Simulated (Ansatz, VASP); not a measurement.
**One calculation of Li2O, two programs**

The input INCAR:

```
SYSTEM = Li2O
PREC = Accurate
ENCUT = 750
EDIFF = 1E-6
ISMEAR = 0
SIGMA = 0.01
LREAL = .False.
LASPH = .True.
NELM = 120
ALGO = Normal
ISIF = 2
LWAVE = .False.
LCHARG = .True.
GGA = PE
LELF = .True.
LVHAR = .True.
NBANDS = 13
GGA_COMPAT = .False.
```

KPOINTS

```
Automatic mesh
0
Gamma
  8 8 8
  0 0 0
```

POSCAR

```
Li2O
1.0
    0.0000000000      2.3579483452      2.3579483452
    2.3579483452      0.0000000000      2.3579483452
    2.3579483452      2.3579483452      0.0000000000
O Li
1 2
Direct
    0.0000000000      0.0000000000      0.0000000000
    0.2500000000      0.2500000000      0.2500000000
    0.7500000000      0.7500000000      0.7500000000
```

Input for Ansatz:

```yaml
crystal:
  lattice:
    - [0.0, 2.3579483452, 2.3579483452]
    - [2.3579483452, 0.0, 2.3579483452]
    - [2.3579483452, 2.3579483452, 0.0]
  atoms:
    - { symbol: O, position: [0.0, 0.0, 0.0] }
    - { symbol: Li, position: [0.25, 0.25, 0.25] }
    - { symbol: Li, position: [0.75, 0.75, 0.75] }
kpoints:
  mp_grid: { grid: [8, 8, 8] }
hamiltonian:
  xc: pbe
scf:
  occupations: { method: fixed }
  n_extra_bands: 4
output:
  forces: true
  stress: true
  eigenvalues: true
```

Alike in both runs: task single point; functional PBE; k mesh 8 × 8 × 8; no spin polarisation.

|  | VASP | Ansatz |
| --- | --- | --- |
| version | VASP 6.6.1 | Ansatz 0.2.0 |
| potentials or method | VASP PAW PBE potentials, release 64 (O, Li_sv) | plane waves, PAW |
| plane-wave cutoff (eV) | 750 | 420 |
| occupations | gaussian, width 0.01 eV | fixed |
| valence electrons in the cell | 12 | 12 |

Ansatz gave:

* gap on the k mesh at the Fermi level (eV): 4.82
* pressure (GPa): -4.1

Which values does VASP return?

gap on the k mesh at the Fermi level (eV): 4.83; pressure (GPa): -4.5.
